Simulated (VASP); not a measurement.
Here is a VASP 6.6.1 calculation.

File INCAR:

```
SYSTEM = Sc
ALGO = Normal
EDIFF = 1E-7
EDIFFG = -0.005
ENCUT = 600
GGA = PE
IBRION = 2
ISIF = 3
ISMEAR = -1
LASPH = .True.
LCHARG = .False.
LREAL = .False.
LWAVE = .False.
NELM = 100
NSW = 60
PREC = Accurate
SIGMA = 0.08
```

File KPOINTS:

```
k-points
0
Gamma
  13 13 13
  0 0 0
```

File POSCAR:

```
Sc
1.0
    2.9893220388      0.0000000000      0.0000000000
    0.0000000000      2.9893220388      0.0000000000
    0.0000000000      0.0000000000      2.9893220388
Sc
1
Direct
    0.0000000000      0.0000000000      0.0000000000
```

Potentials or basis: VASP PAW PBE potentials, release 64 (Sc_sv).

Command:

```console
$ cat potpaw_PBE.64/Sc_sv/POTCAR > POTCAR
$ mpirun -np 1 vasp_std > vasp.out
```

Predict the relaxed cell.

a = 2.973 Å, b = 2.973 Å, c = 2.973 Å, α = 90.00°, β = 90.00°, γ = 90.00°.

Predict the relaxed volume.

26.27 Å³/atom.

Estimate the space group after relaxing (to 0.05 Å).

Pm-3m (No. 221).

Step by step:
```tsv
step	energy change (eV)	largest force (eV/Å)	pressure (GPa)	volume (Å³)
1	0.0000	0.0000	-0.59	26.71
2	-0.0008	0.0000	-0.09	26.33
3	-0.0008	0.0000	-0.01	26.27
```
